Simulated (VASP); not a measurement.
MoS2: single point with PBE

The system is MoS2.

```
Mo S
1.0
     0.00000    2.95546    2.95546
     2.95546    0.00000    2.95546
     2.95546    2.95546    0.00000
Mo S
1 2
Cartesian
  0.0000 0.0000 0.0000
  1.4777 1.4777 1.4777
  4.4332 4.4332 4.4332
```

This cell differs from its parent crystal: volume scaled by 0.96.

| Item | Value |
| --- | --- |
| Program | VASP 6.6.1 |
| Task | single point |
| Functional | PBE |
| Potentials or basis | VASP PAW PBE potentials, release 64 (Mo_sv, S) |
| Cutoff | 520 eV |
| k mesh | 8 × 8 × 8 |
| Occupations | fermi-dirac, width 0.05 eV |
| Spin | no spin polarisation |

The pressure is -2.5 GPa and the band gap on the k mesh is zero (band 13 reaches 8.50 eV, above the bottom of band 14 at 7.54 eV).

Levels at points of the mesh, in eV from the Fermi level:
```tsv
k point	band 11	band 12	band 13	band 14	band 15	band 16
(0.00, 0.00, 0.00)	-0.93	-0.55	-0.55	-0.55	4.06	4.06
(0.50, 0.00, 0.00)	-2.91	-2.91	-0.46	-0.46	1.48	3.81
(0.50, 0.50, 0.00)	-2.46	-0.65	0.07	0.86	1.60	3.33
```

Wall time 17 s on 1 thread of Intel(R) Xeon(R) Platinum 8375C CPU @ 2.90GHz (Ice Lake), on a shared host, peak memory 0.18 GiB.
